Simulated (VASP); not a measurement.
ZnF2: single point with PBE

The system is ZnF2.

```
Zn F
1.0
     4.78770    0.00000    0.00000
     0.00000    4.78770    0.00000
     0.00000    0.00000    3.18902
Zn F
2 4
Direct
  0.00000 0.00000 0.00000
  0.50000 0.50000 0.50000
  0.30433 0.30433 0.00000
  0.19567 0.80433 0.50000
  0.69567 0.69567 0.00000
  0.80433 0.19567 0.50000
```

```
Program             : VASP 6.6.1
Task                : single point
Functional          : PBE
Potentials or basis : VASP PAW PBE potentials, release 64 (Zn, F)
Cutoff              : 600 eV
k mesh              : 5 × 5 × 7
Occupations         : fermi-dirac, width 0.01 eV
Spin                : no spin polarisation
```

```json
{
 "Pressure": "0.3 GPa",
 "Largest force": "0.010 eV/Å",
 "Band gap on the k mesh": "3.44 eV"
}
```

Forces on the atoms (eV/Å):
```
Zn   0.000  0.000  0.000
Zn   0.000  0.000  0.000
F   -0.007 -0.007  0.000
F    0.007 -0.007  0.000
F    0.007  0.007  0.000
F   -0.007  0.007  0.000
```

Stress tensor (GPa, compression positive):
```
0.39 0.00 0.00
0.00 0.39 0.00
0.00 0.00 0.15
```

Levels at points of the mesh, in eV from the valence-band top:
| k point | band 23 | band 24 | band 25 | band 26 | band 27 | band 28 | band 29 | band 30 |
| --- | --- | --- | --- | --- | --- | --- | --- | --- |
| (0.00, 0.00, 0.00) | -0.90 | -0.25 | -0.25 | 0.00 | 3.44 | 9.02 | 9.65 | 9.65 |

Run time: 99 s on 1 thread of Intel Xeon 8259CL, on a shared host, peak memory 0.23 GiB.

Expect the measured gap to be larger: semilocal functionals such as PBE lack the derivative discontinuity.
